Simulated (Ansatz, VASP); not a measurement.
# C: VASP beside Ansatz

File INCAR:

```
PREC = Accurate ; ENCUT = 520
EDIFF = 1E-7 ; ISMEAR = -1
SIGMA = 0.1 ; LREAL = False
LASPH = True ; NELM = 100
ALGO = Normal ; ISIF = 2
LWAVE = False ; LCHARG = False
GGA = PE ; NBANDS = 11
```

KPOINTS

```
regular mesh
0
Gamma
  18 18 18
```

The input POSCAR:

```
C
1.0
    0.0000000000      1.7555413604      1.7555413604
    1.7555413604      0.0000000000      1.7555413604
    1.7555413604      1.7555413604      0.0000000000
C
2
Direct
   -0.1250000000     -0.1250000000     -0.1250000000
    0.1250000000      0.1250000000      0.1250000000
```

Input for Ansatz:

```yaml
crystal:
  lattice:
    - [0.0, 1.7555413604, 1.7555413604]
    - [1.7555413604, 0.0, 1.7555413604]
    - [1.7555413604, 1.7555413604, 0.0]
  atoms:
    - { symbol: C, position: [-0.125, -0.125, -0.125] }
    - { symbol: C, position: [0.125, 0.125, 0.125] }
kpoints:
  mp_grid: { grid: [18, 18, 18] }
scf:
  occupations: { method: fermi_dirac, width: 0.1 }
hamiltonian:
  xc: pbe
  pseudopotentials: { kind: paw }
output:
  forces: true
  stress: true
  eigenvalues: true
  populations: true
  write_density: true
  write_potential: true
  elf: true
  volumetric_format: npy
```

Change from the starting cell: volume scaled by 0.95, PAW files.

Alike in both runs: task single point; functional PBE; k mesh 18 × 18 × 18; occupations fermi-dirac, width 0.1 eV; no spin polarisation.

```csv
,VASP,Ansatz
version,VASP 6.6.1,Ansatz 0.2.0
potentials or method,"VASP PAW PBE potentials, release 64 (C)","PAW with Ansatz's default frozen-core files, scalar-relativistic"
plane-wave cutoff (eV),520,420
valence electrons in the cell,8,8
```

Ansatz gave:

| Item | Value |
| --- | --- |
| gap on the k mesh at the Fermi level (eV) | 4.26 |
| pressure (GPa) | 24.4 |

Problem. Estimate VASP's values.

Solution. gap on the k mesh at the Fermi level (eV): 4.25; pressure (GPa): 25.3.
